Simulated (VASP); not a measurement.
Runs of VASP 6.6.1 on Li2S. The structure is cubic, space group Fm-3m (No. 225). The conventional cell has a = 5.691 Å, b = 5.691 Å, c = 5.691 Å, α = 90.00°, β = 90.00°, γ = 90.00°. Within 3.3 Å of Li (site symmetry -43m) lie 4 S at 2.46 Å and 6 Li at 2.85 Å. S (site symmetry m-3m) has 8 Li at 2.46 Å within 3.3 Å. 

| level | potentials or basis | k mesh | smearing | gap on the mesh (eV) | pressure (GPa) |
| --- | --- | --- | --- | --- | --- |
| LDA | VASP PAW LDA potentials, release 64 (Li_sv, S) | 4 × 4 × 4 | gaussian 0.01 eV | 3.16 | -2.7 |
| PBE | VASP PAW PBE potentials, release 64 (Li_sv, S) | 6 × 6 × 6 | methfessel-paxton 0.2 eV | 3.39 | 0.2 |
| PBE | VASP PAW PBE potentials, release 64 (Li_sv, S) | 6 × 6 × 6 | fermi-dirac 0.2 eV | 3.39 | 0.2 |
| PBE | VASP PAW PBE potentials, release 64 (Li_sv, S) | 3 × 3 × 3 | gaussian 0.01 eV | (a) | 0.5 |
| PBE | VASP PAW PBE potentials, release 64 (Li_sv, S) | 6 × 6 × 6 | gaussian 0.2 eV | 3.39 | 0.2 |

Alike in all rows: task single point; no spin polarisation; cell as given; cutoff (eV) 750.

**Question.** Estimate the missing entries.

**Answer.** (a) 4.12.

Caveats: some runs use coarse meshes; an odd mesh through Γ misses points on the zone boundary, where band edges can lie (at least some runs).
